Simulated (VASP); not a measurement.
Input of a VASP 6.6.1 run:

INCAR

```
PREC = Accurate
ENCUT = 520
EDIFF = 1E-7
ISMEAR = 1
SIGMA = 0.15
LREAL = F
LASPH = T
NELM = 80
ALGO = Normal
ISIF = 2
LWAVE = F
LCHARG = F
NBANDS = 21
```

File KPOINTS:

```
regular mesh
0
Gamma
  7 7 2
```

POSCAR

```
Sb3Au
1.0
    3.0631950000      0.0000000000      0.0000000000
    0.0000000000      3.0631950000      0.0000000000
    0.0000000000      0.0000000000     11.8151350000
Sb Au
3 1
Direct
    0.0000000000      0.0000000000      0.2312210000
    0.0000000000      0.0000000000      0.5000000000
    0.0000000000      0.0000000000      0.7687790000
    0.0000000000      0.0000000000      0.0000000000
```

Potentials or basis: VASP PAW LDA potentials, release 64 (Sb, Au).

The run is started by

```sh
$ cat potpaw_LDA.64/Sb/POTCAR potpaw_LDA.64/Au/POTCAR > POTCAR
$ mpirun -np 1 vasp_std > vasp.out
```

(1) Estimate the band gap on the k mesh.

(2) Predict the largest force.

(3) What does it give for the pressure?

Results:

(1) zero (band 13 reaches 10.62 eV, above the bottom of band 14 at 5.32 eV).

(2) 0.130 eV/Å.

(3) -5.0 GPa.

Caveat: spin-orbit coupling is left out, which moves the levels of the heavy elements.
